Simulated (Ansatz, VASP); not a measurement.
Mg3Sn2N2 in VASP and in Ansatz

```
CELL_PARAMETERS angstrom
6.52212 0.00000 0.00000
-3.26106 5.64833 0.00000
0.00000 0.00000 4.80418
ATOMIC_POSITIONS crystal
Mg 0.15271 0.84729 0.00000
Mg 0.15271 0.30542 0.00000
Mg 0.69458 0.84729 0.00000
Sn 0.00000 0.00000 0.50000
Sn 0.66667 0.33333 0.00000
N 0.33333 0.66667 0.86612
N 0.33333 0.66667 0.13388
```

Alike in both runs: functional PBE; k mesh 4 × 4 × 3; occupations gaussian, width 0.2 eV; no spin polarisation.

Ansatz relaxed the structure, and its values are those at the end. VASP's run is a single point on that final structure, the one shown.

|  | VASP | Ansatz |
| --- | --- | --- |
| version | VASP 6.6.1 | Ansatz 0.2.0 |
| potentials or method | VASP PAW PBE potentials, release 64 (Mg_sv, Sn_d, N), cutoff 840 eV | scalar-relativistic, plane waves, PAW |
| valence electrons in the cell | 68 | 68 |

```csv
,VASP,Ansatz,Ansatz less VASP
gap on the k mesh at the Fermi level (eV),none,none,-
pressure (GPa),0.1,0.0,-0.02
rms of the force components (eV/Å),0.078,0.006,-0.0717
```

A gap of «none» marks a metal or a gap that the smearing closes. The functional is the same, so the differences come from potentials, cutoffs and numerics.

The k mesh is coarse, so the values compare programs but aren't converged.
